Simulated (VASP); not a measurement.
# Zr (P6_3/mmc) in VASP: notebook

Zr is run at these levels: LDA; tasks: single point, relaxation of cell and atoms.

Program: VASP 6.6.1. These are calculated values, not measurements. Logs are shortened: lines on timing, memory, paths and dates and some standing lists are left out, and cuts for length are marked.

### Step 1. The cell of the first run

The structure is hexagonal, space group P6_3/mmc (No. 194). Conventional cell: a = 3.208 Å, b = 3.208 Å, c = 10.544 Å, α = 90.00°, β = 90.00°, γ = 120.00°. Within 4.2 Å of Zr (site symmetry -3m) lie 12 Zr at 3.21 to 3.22 Å. Zr (site symmetry -6m2) has 12 Zr at 3.21 to 3.22 Å within 4.2 Å.

### Step 2. Single point, LDA (volume scaled by 1.08)

INCAR

```
PREC = Accurate
ENCUT = 520
EDIFF = 1E-7
ISMEAR = -1
SIGMA = 0.1
LREAL = False
LASPH = True
NELM = 80
ALGO = Normal
ISIF = 2
LWAVE = False
LCHARG = False
NBANDS = 32
```

KPOINTS

```
regular mesh
0
Gamma
  13 13 4
```

POSCAR

```
Zr
1.0
    3.2077683875      0.0000000000      0.0000000000
   -1.6038841938      2.7780089131      0.0000000000
    0.0000000000      0.0000000000     10.5440137948
Zr
4
Direct
    0.0000000000      1.0000000000      0.0000000000
    0.0000000000      1.0000000000      0.5000000000
    0.3333333333      0.6666666667      0.2500000000
    0.6666666667      0.3333333333      0.7500000000
```

Potentials or basis: VASP PAW LDA potentials, release 64 (Zr_sv).

The run is started by

```
cat potpaw_LDA.64/Zr_sv/POTCAR > POTCAR
mpirun -np 1 vasp_std > vasp.out
```

OUTCAR:

```text
PREC = Accurate
   ENCUT = 520
   EDIFF = 1E-7
   ISMEAR = -1
   LREAL = False
   LASPH = True
   NELM = 80
   ISIF = 2

 ion  position               nearest neighbor table
   1  0.000  0.000  0.000-   3 3.22   4 3.22   4 3.22   3 3.22   4 3.22   3 3.22
   2  0.000  0.000  0.500-   3 3.22   4 3.22   4 3.22   3 3.22   4 3.22   3 3.22
   3  0.333  0.667  0.250-   1 3.22   2 3.22   1 3.22   2 3.22   1 3.22   2 3.22
   4  0.667  0.333  0.750-   1 3.22   2 3.22   1 3.22   2 3.22   1 3.22   2 3.22

  LATTYP: Found a hexagonal cell.
 ALAT       =     3.2077683875
 C/A-ratio  =     3.2870246605

  Lattice vectors:

 A1 = (   3.2077683875,   0.0000000000,   0.0000000000)
 A2 = (  -1.6038841938,   2.7780089131,   0.0000000000)
 A3 = (   0.0000000000,   0.0000000000,  10.5440137948)

Analysis of symmetry for initial positions (statically):
=====================================================================
 Subroutine PRICEL returns:
 Original cell was already a primitive cell.

 Routine SETGRP: Setting up the symmetry group for a
 hexagonal supercell.

 Subroutine GETGRP returns: Found 24 space group operations
 (whereof 12 operations were pure point group operations)
 out of a pool of 24 trial point group operations.

The static configuration has the point symmetry D_3d.
 The point group associated with its full space group is D_6h.

Analysis of symmetry for dynamics (positions and initial velocities):
=====================================================================
 Subroutine PRICEL returns:
 Original cell was already a primitive cell.

 Routine SETGRP: Setting up the symmetry group for a
 hexagonal supercell.

 Subroutine GETGRP returns: Found 24 space group operations
 (whereof 12 operations were pure point group operations)
 out of a pool of 24 trial point group operations.

The dynamic configuration has the point symmetry D_3d.
 The point group associated with its full space group is D_6h.

 Subroutine INISYM returns: Found 24 space group operations
 (whereof 12 operations are pure point group operations),
 and found     1 'primitive' translations

----------------------------------------------------------------------------------------

                                     Primitive cell

  volume of cell :      93.9599

  direct lattice vectors                    reciprocal lattice vectors
     3.207768387  0.000000000  0.000000000     0.311743206  0.179985024  0.000000000
    -1.603884194  2.778008913  0.000000000     0.000000000  0.359970047  0.000000000
     0.000000000  0.000000000 10.544013795     0.000000000  0.000000000  0.094840544

  length of vectors
     3.207768387  3.207768388 10.544013795     0.359970047  0.359970047  0.094840544

  position of ions in fractional coordinates (direct lattice)
     0.000000000  0.000000000  0.000000000
     0.000000000  0.000000000  0.500000000
     0.333333333  0.666666667  0.250000000
     0.666666667  0.333333333  0.750000000

  ion indices of the primitive-cell ions
   primitive index   ion index
                 1           1
                 2           2
                 3           3
                 4           4

----------------------------------------------------------------------------------------

 KPOINTS: regular mesh

Automatic generation of k-mesh.
 Grid dimensions read from file:
 generate k-points for:   13   13    4

 Generating k-lattice:

  Cartesian coordinates                     Fractional coordinates (reciprocal lattice)
     0.023980247  0.013845002  0.000000000     0.076923077 -0.000000000  0.000000000
     0.000000000  0.027690004  0.000000000     0.000000000  0.076923077  0.000000000
     0.000000000  0.000000000  0.023710136     0.000000000  0.000000000  0.250000000

  Length of vectors
     0.027690004  0.027690004  0.023710136

  Shift w.r.t. Gamma in fractional coordinates (k-lattice)
     0.000000000  0.000000000  0.000000000

 Subroutine IBZKPT returns following result:
 ===========================================

 Found     63 irreducible k-points:

 Following reciprocal coordinates:
            Coordinates               Weight
  0.000000  0.000000  0.000000      1.000000
  0.076923 -0.000000  0.000000      6.000000
  0.153846 -0.000000  0.000000      6.000000
  0.230769  0.000000  0.000000      6.000000
  0.307692 -0.000000  0.000000      6.000000
  0.384615  0.000000  0.000000      6.000000
[... 16 lines left out ...]
  0.076923 -0.000000  0.250000     12.000000
  0.153846 -0.000000  0.250000     12.000000
 [... further k-points ...]
   k-points           NKPTS =     63   k-points in BZ     NKDIM =     63   number of bands    NBANDS=     32
   number of dos      NEDOS =    301   number of ions     NIONS =      4
   total plane-waves  NPLWV =  46080
   dimension x,y,z NGX =    24 NGY =   24 NGZ =   80
   dimension x,y,z NGXF=    48 NGYF=   48 NGZF=  160
   ions per type =               4
   NGX,Y,Z   is equivalent  to a cutoff of  12.44, 12.44, 12.61 a.u.
   NGXF,Y,Z  is equivalent  to a cutoff of  24.88, 24.88, 25.23 a.u.
 SYSTEM =  unknown system
   PREC   = accura    normal or accurate (medium, high low for compatibility)
   ISTART =      0    job   : 0-new  1-cont  2-samecut
   ICHARG =      2    charge: 1-file 2-atom 10-const
   ISPIN  =      1    spin polarized calculation?
   LNONCOLLINEAR =      F non collinear calculations
   LSORBIT =      F    spin-orbit coupling
   LASPH  =      T    aspherical Exc in radial PAW
   ENCUT  =  520.0 eV  38.22 Ry    6.18 a.u.   5.96  5.96 19.60*2*pi/ulx,y,z
   NELM   =     80;   NELMIN=  2; NELMDL= -5     # of ELM steps
   EDIFF  = 0.1E-06   stopping-criterion for ELM
   LREAL  =      F    real-space projection
   EDIFFG = 0.1E-05   stopping-criterion for IOM
   NSW    =      0    number of steps for IOM
   IBRION =     -1    ionic relax: 0-MD 1-quasi-New 2-CG
   NFREE  =      0    steps in history (QN), initial steepest desc. (CG)
   ISIF   =      2    stress and relaxation
   ISYM   =      2    0-nonsym 1-usesym 2-fastsym
   POTIM  = 0.5000    time-step for ionic-motion
   TEBEG  =    0.0;   TEEND  =   0.0 temperature during run
   PSTRESS=    0.0 pullay stress
   NELECT =      48.0000    total number of electrons
   NUPDOWN=      -1.0000    fix difference up-down
   EMIN   =  10.00;   EMAX   =-10.00  energy-range for DOS
   EFERMI =   0.00;   METHOD = LEGACY
   ISMEAR =    -1;   SIGMA  =   0.10  broadening in eV -4-tet -1-fermi 0-gaus
   EFERMI_NEDOS =   21; number of points for ismear=-14 and -15
   IALGO  =     38    algorithm
   IMIX   =      4    mixing-type and parameters
     AMIX     =   0.40;   BMIX     =  1.00
     AMIX_MAG =   1.60;   BMIX_MAG =  1.00
  volume/ion in A,a.u.               =      23.49       158.52
  Fermi-wavevector in a.u.,A,eV,Ry     =   1.308703  2.473090 23.302740  1.712703
  Thomas-Fermi vector in A             =   2.439352
   LORBIT       =      0    0 simple, 1 ext, 2 COOP (PROOUT), +10 PAW based schemes
   GGA     = CA    functional components
   LHFCALC =     F    Hartree Fock is set to
   AEXX    =    0.0000 exact exchange contribution
   IVDW    =     0    specifies the selected vdW correction
   LEPSILON=     F    determine dielectric tensor
   LRPA    =     F    only Hartree local field effects (RPA)
 non-spin polarized calculation
  energy-cutoff  :      520.00
  volume of cell :       93.96
 maximum number of plane-waves:      2556
 NGX is ok and might be reduce to    24
   NGX = 11   NGY = 11   NGZ = 39

 number of electron      48.0000002 magnetization

 Free energy of the ion-electron system (eV)
  ---------------------------------------------------
  ext. energy  EPLUGINS =         0.00000000
  ---------------------------------------------------
  free energy    TOTEN  =       -36.94490589 eV

  energy without entropy =      -36.72921707  energy(sigma->0) =      -36.83706148

 E-fermi :   8.6006     XC(G=0): -11.2539

 val. band max:        8.6001774573   @ k =   0.3077   0.3077   0.0000
 cond. band min:       8.6049155238   @ k =   0.3846   0.0769   0.2500
 fundamental gap:      0.0047380666
 Fermi energy:         8.6005673436

 k-point     1 :       0.0000    0.0000    0.0000
  band No.  band energies     occupation
      1     -39.8659      2.00000
      2     -39.8108      2.00000
      3     -39.7841      2.00000
      4     -39.7279      2.00000
      5     -18.4821      2.00000
      6     -18.0319      2.00000
[... 24 lines left out ...]
     31      10.0139      0.00000
     32      10.0139      0.00000

 k-point     2 :       0.0769   -0.0000    0.0000
  band No.  band energies     occupation
      1     -39.8588      2.00000
      2     -39.8054      2.00000
      3     -39.7787      2.00000
      4     -39.7242      2.00000
      5     -18.4642      2.00000
      6     -18.0359      2.00000
[... 24 lines left out ...]
     31      10.0065      0.00000
     32      10.1549      0.00000

 k-point     3 :       0.1538   -0.0000    0.0000
  band No.  band energies     occupation
      1     -39.8390      2.00000
      2     -39.7904      2.00000
      3     -39.7638      2.00000
      4     -39.7143      2.00000
      5     -18.4131      2.00000
      6     -18.0599      2.00000
[... 24 lines left out ...]
     31      10.4296      0.00000
     32      10.5657      0.00000

 k-point     4 :       0.2308    0.0000    0.0000
  band No.  band energies     occupation
      1     -39.8102      2.00000
      2     -39.7692      2.00000
      3     -39.7427      2.00000
      4     -39.7011      2.00000
      5     -18.3367      2.00000
      6     -18.1373      2.00000
[... 24 lines left out ...]
     31      10.6960      0.00000
     32      10.7387      0.00000

 k-point     5 :       0.3077   -0.0000    0.0000
  band No.  band energies     occupation
      1     -39.7780      2.00000
      2     -39.7466      2.00000
      3     -39.7202      2.00000
      4     -39.6885      2.00000
      5     -18.2764      2.00000
      6     -18.2683      2.00000
[... 584 lines left out ...]
     31      11.6631      0.00000
     32      11.9190      0.00000

 k-point    22 :       0.0000    0.0000    0.2500
  band No.  band energies     occupation
      1     -39.8609      2.00000
      2     -39.8265      2.00000
      3     -39.7682      2.00000
      4     -39.7330      2.00000
      5     -18.4486      2.00000
      6     -18.2060      2.00000
[... 24 lines left out ...]
     31       9.9316      0.00000
     32       9.9316      0.00000

 k-point    23 :       0.0769   -0.0000    0.2500
  band No.  band energies     occupation
      1     -39.8540      2.00000
      2     -39.8205      2.00000
      3     -39.7634      2.00000
      4     -39.7292      2.00000
      5     -18.4323      2.00000
      6     -18.2010      2.00000
[... 24 lines left out ...]
     31       9.9069      0.00000
     32      10.0574      0.00000

 k-point    24 :       0.1538   -0.0000    0.2500
  band No.  band energies     occupation
      1     -39.8346      2.00000
      2     -39.8039      2.00000
      3     -39.7502      2.00000
      4     -39.7189      2.00000
      5     -18.3861      2.00000
      6     -18.1925      2.00000
[... 24 lines left out ...]
     31      10.2625      0.00000
     32      10.4050      0.00000

 [... further k-points ...]
[... 5 lines left out ...]
  --------------------------------------------------------------------------------------
  -------------------------------------------------------------------------------------
  Total       -3.7794921     -3.7794921     -4.2174558      0.0000000      0.0000000      0.0000000
  in kB      -64.4468094    -64.4468094    -71.9148401      0.0000000      0.0000000      0.0000000
  external PRESSURE =     -66.9361530 kB  Pullay stress =       0.0000000 kB

 VOLUME and BASIS-vectors are now :
 -----------------------------------------------------------------------------
  energy-cutoff  :      520.00
  volume of cell :       93.96
      direct lattice vectors                 reciprocal lattice vectors
     3.207768387  0.000000000  0.000000000     0.311743206  0.179985024  0.000000000
    -1.603884194  2.778008913  0.000000000     0.000000000  0.359970047  0.000000000
     0.000000000  0.000000000 10.544013795     0.000000000  0.000000000  0.094840544

 POSITION                                       TOTAL-FORCE (eV/Angst)
 -----------------------------------------------------------------------------------
      0.00000      0.00000      0.00000        -0.000000      0.000000      0.000000
      0.00000      0.00000      5.27201        -0.000000      0.000000      0.000000
     -0.00000      1.85201      2.63600         0.000000     -0.000000     -0.000000
      1.60388      0.92600      7.90801        -0.000000      0.000000      0.000000
 -----------------------------------------------------------------------------------
    total drift:                               -0.000000      0.000000     -0.000000

  FREE ENERGIE OF THE ION-ELECTRON SYSTEM (eV)
  ---------------------------------------------------
  free  energy   TOTEN  =       -36.9449058883 eV

  energy  without entropy=      -36.7292170746  energy(sigma->0) =      -36.83706148
```

Wall time 5.8 min (1 thread of AMD EPYC 7R13, shared host); peak memory 0.23 GiB.

What came out:

* Free energy: -36.9449 eV
* Pressure: -6.7 GPa
* Band gap on the k mesh: zero (band 24 reaches 9.43 eV, above the bottom of band 25 at 8.07 eV)

### Step 3. Single point, LDA (volume scaled by 1.12)

INCAR

```
  PREC = Accurate
  ENCUT = 520
  EDIFF = 1E-6
  ISMEAR = -1
  SIGMA = 0.1
  LREAL = F
  LASPH = T
  NELM = 60
  ALGO = Normal
  ISIF = 2
  LWAVE = F
  LCHARG = F
  GGA = CA
  NBANDS = 32
```

KPOINTS is that of step 2.

POSCAR

```
Zr
1.0
    3.2468913700      0.0000000000      0.0000000000
   -1.6234456850      2.8118904097      0.0000000000
    0.0000000000      0.0000000000     10.6726120028
Zr
4
Direct
    0.0000000000      1.0000000000      0.0000000000
    0.0000000000      1.0000000000      0.5000000000
    0.3333333333      0.6666666667      0.2500000000
    0.6666666667      0.3333333333      0.7500000000
```

Potentials or basis: VASP PAW LDA potentials, release 64 (Zr_sv).

The run is started by

```
cat potpaw_LDA.64/Zr_sv/POTCAR > POTCAR
mpirun -np 1 vasp_std > vasp.out
```

OUTCAR:

```text
PREC = Accurate
   ENCUT = 520
   EDIFF = 1E-6
   ISMEAR = -1
   LREAL = F
   LASPH = T
   NELM = 60
   ISIF = 2
   GGA = CA

 ion  position               nearest neighbor table
   1  0.000  0.000  0.000-   3 3.26   4 3.26   3 3.26   4 3.26   4 3.26   3 3.26
   2  0.000  0.000  0.500-   3 3.26   4 3.26   3 3.26   4 3.26   4 3.26   3 3.26
   3  0.333  0.667  0.250-   1 3.26   2 3.26   1 3.26   2 3.26   1 3.26   2 3.26
   4  0.667  0.333  0.750-   1 3.26   2 3.26   1 3.26   2 3.26   1 3.26   2 3.26

  LATTYP: Found a hexagonal cell.
 ALAT       =     3.2468913700
 C/A-ratio  =     3.2870246604

  Lattice vectors:

 A1 = (   3.2468913700,   0.0000000000,   0.0000000000)
 A2 = (  -1.6234456850,   2.8118904097,   0.0000000000)
 A3 = (   0.0000000000,   0.0000000000,  10.6726120028)

Analysis of symmetry for initial positions (statically):
=====================================================================
 Subroutine PRICEL returns:
 Original cell was already a primitive cell.

 Routine SETGRP: Setting up the symmetry group for a
 hexagonal supercell.

 Subroutine GETGRP returns: Found 24 space group operations
[... 165 lines left out ...]
  ---------------------------------------------------
  free energy    TOTEN  =       -36.77121737 eV

  energy without entropy =      -36.54804165  energy(sigma->0) =      -36.65962951

 E-fermi :   8.2031     XC(G=0): -11.0906

 val. band max:        8.2001240100   @ k =   0.3846   0.1538   0.2500
 cond. band min:       8.2079531338   @ k =   0.3077   0.1538   0.0000
 fundamental gap:      0.0078291238
 Fermi energy:         8.2030717180

 k-point     1 :       0.0000    0.0000    0.0000
  band No.  band energies     occupation
      1     -40.3361      2.00000
      2     -40.2879      2.00000
      3     -40.2672      2.00000
      4     -40.2182      2.00000
      5     -18.8941      2.00000
      6     -18.4967      2.00000
[... 829 lines left out ...]
     31       9.8231      0.00000
     32       9.9539      0.00000

 [... further k-points ...]
[... 5 lines left out ...]
  --------------------------------------------------------------------------------------
  -------------------------------------------------------------------------------------
  Total       -5.4977852     -5.4977852     -6.0667807      0.0000000      0.0000000      0.0000000
  in kB      -90.3985537    -90.3985537    -99.7543881      0.0000000      0.0000000      0.0000000
  external PRESSURE =     -93.5171651 kB  Pullay stress =       0.0000000 kB

 VOLUME and BASIS-vectors are now :
 -----------------------------------------------------------------------------
  energy-cutoff  :      520.00
  volume of cell :       97.44
      direct lattice vectors                 reciprocal lattice vectors
     3.246891370  0.000000000  0.000000000     0.307986898  0.177816318  0.000000000
    -1.623445685  2.811890410  0.000000000     0.000000000  0.355632637  0.000000000
     0.000000000  0.000000000 10.672612003     0.000000000  0.000000000  0.093697775

 POSITION                                       TOTAL-FORCE (eV/Angst)
 -----------------------------------------------------------------------------------
      0.00000      0.00000      0.00000        -0.000000      0.000000      0.000000
      0.00000      0.00000      5.33631        -0.000000      0.000000      0.000000
     -0.00000      1.87459      2.66815        -0.000000      0.000000      0.000000
      1.62345      0.93730      8.00446         0.000000      0.000000     -0.000000
 -----------------------------------------------------------------------------------
    total drift:                               -0.000000      0.000000     -0.000000

  FREE ENERGIE OF THE ION-ELECTRON SYSTEM (eV)
  ---------------------------------------------------
  free  energy   TOTEN  =       -36.7712173654 eV

  energy  without entropy=      -36.5480416540  energy(sigma->0) =      -36.65962951
```

OSZICAR:

```text
N       E                     dE             d eps       ncg     rms          rms(c)
DAV:   1     0.491173356050E+03    0.49117E+03   -0.25425E+04  4032   0.149E+03
DAV:   2     0.975621624349E+00   -0.49020E+03   -0.47578E+03  4576   0.442E+02
DAV:   3    -0.362544885519E+02   -0.37230E+02   -0.35977E+02  6864   0.869E+01
DAV:   4    -0.383597989349E+02   -0.21053E+01   -0.20960E+01  5848   0.198E+01
DAV:   5    -0.384387637882E+02   -0.78965E-01   -0.78947E-01  5984   0.334E+00    0.187E+01
DAV:   6    -0.370432048391E+02    0.13956E+01   -0.21304E+00  4232   0.869E+00    0.705E+00
DAV:   7    -0.367790423164E+02    0.26416E+00   -0.12504E+00  5624   0.573E+00    0.157E+00
DAV:   8    -0.367743249911E+02    0.47173E-02   -0.12083E-01  5504   0.214E+00    0.125E+00
DAV:   9    -0.367715790832E+02    0.27459E-02   -0.52362E-02  5200   0.169E+00    0.162E-01
DAV:  10    -0.367711995212E+02    0.37956E-03   -0.49580E-03  5480   0.541E-01    0.267E-02
DAV:  11    -0.367712147067E+02   -0.15186E-04   -0.33429E-04  5856   0.985E-02    0.189E-02
DAV:  12    -0.367712164352E+02   -0.17284E-05   -0.23908E-05  6128   0.312E-02    0.126E-02
DAV:  13    -0.367712174618E+02   -0.10266E-05   -0.32169E-06  3848   0.146E-02    0.243E-03
DAV:  14    -0.367712173654E+02    0.96323E-07   -0.32103E-07  3016   0.506E-03
   1 F= -.36771217E+02 E0= -.36659630E+02  d E =-.223176E+00
```

stdout:

```text
POSCAR found type information on POSCAR Zr
 POSCAR found :  1 types and       4 ions
 scaLAPACK will be used
 LDA part: xc-table for (Slater(with rela. corr.)+CA(PZ))
 , standard interpolation
 POSCAR, INCAR and KPOINTS ok, starting setup
 FFT: planning ... GRIDC
 FFT: planning ... GRID_SOFT
 FFT: planning ... GRID
 WAVECAR not read
 entering main loop
```

It took 4.7 min on 1 thread of AMD EPYC 7R13, shared host; peak memory 0.23 GiB.

What came out:

| Item | Value |
| --- | --- |
| Free energy | -36.7712 eV |
| Pressure | -9.4 GPa |
| Band gap on the k mesh | zero (band 24 reaches 8.98 eV, above the bottom of band 25 at 7.70 eV) |

Levels at points of the mesh, in eV from the Fermi level:
| k point | band 22 | band 23 | band 24 | band 25 | band 26 | band 27 |
| --- | --- | --- | --- | --- | --- | --- |
| (0.00, 0.00, 0.00) | 0.01 | 0.78 | 0.78 | 0.83 | 0.89 | 0.89 |
| (0.00, 0.00, 0.50) | 0.32 | 0.50 | 0.50 | 0.92 | 0.92 | 0.92 |

(Part 1 of 2 ends here.)
